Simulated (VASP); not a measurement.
AgCl:

```xyz
2
Lattice="0.0000 2.7886 2.7886 2.7886 0.0000 2.7886 2.7886 2.7886 0.0000" Properties=species:S:1:pos:R:3 pbc="T T T"
Ag    0.0000    0.0000    0.0000
Cl    2.7886    2.7886    2.7886
```

Base run:

| Item | Value |
| --- | --- |
| Program | VASP 6.6.1 |
| Functional | PBEsol |
| Potentials or basis | VASP PAW PBE potentials, release 64 (Ag, Cl) |
| Cutoff | 520 eV |
| k mesh | 8 × 8 × 8 |
| Occupations | fermi-dirac, width 0.05 eV |
| Spin | no spin polarisation |

Its results: band gap on the k mesh 0.74 eV (least direct gap 2.99 eV); pressure -3.4 GPa.

Task: The run is repeated on the same cell with these changes: functional from PBEsol to r2SCAN; further incar settings from ALGO = Normal; EDIFF = 1e-06; NBANDS = 16 to ALGO = Normal; EDIFF = 1e-07; NBANDS = 16. What comes out?

Result: Band gap on the k mesh 1.42 eV (least direct gap 3.64 eV); pressure -0.9 GPa.

Caveats: the PAW data sets were made with another functional, which shifts forces and pressure a little; the cell stands under tension (at least some runs).

A k mesh can miss the band edges.
